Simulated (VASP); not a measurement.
Crystal: Ge.

```
Ge
1.0
    -0.10207    2.84771    2.84771
     2.84771   -0.10207    2.84771
     2.84771    2.84771   -0.10207
Ge
2
Cartesian
  -0.0130 -0.0130 -0.0130
  1.4113 1.4113 1.4113
```

This cell differs from its parent crystal: epitaxial 111 strain +4.0%.

Base run:

```yaml
Program: VASP 6.6.1
Functional: r2SCAN
Potentials_or_basis: VASP PAW PBE potentials, release 64 (Ge_d)
Cutoff: 520 eV
k_mesh: 8 × 8 × 8
Occupations: fermi-dirac, width 0.02 eV
Spin: no spin polarisation
```

Its results: band gap on the k mesh zero (bands 14 and 15 overlap by 0.20 eV); pressure -3.6 GPa; largest force 0.010 eV/Å.

The run is repeated on the same cell with these changes: functional from r2SCAN to PBE. What comes out?

Band gap on the k mesh zero (bands 14 and 15 overlap by 0.40 eV); pressure -0.9 GPa; largest force 0.058 eV/Å.

Caveats: semilocal functionals underestimate gaps, so a narrow gap can read as zero; the cell stands under tension (at least some runs); the PAW data sets were made with another functional, which shifts forces and pressure a little (at least some runs).
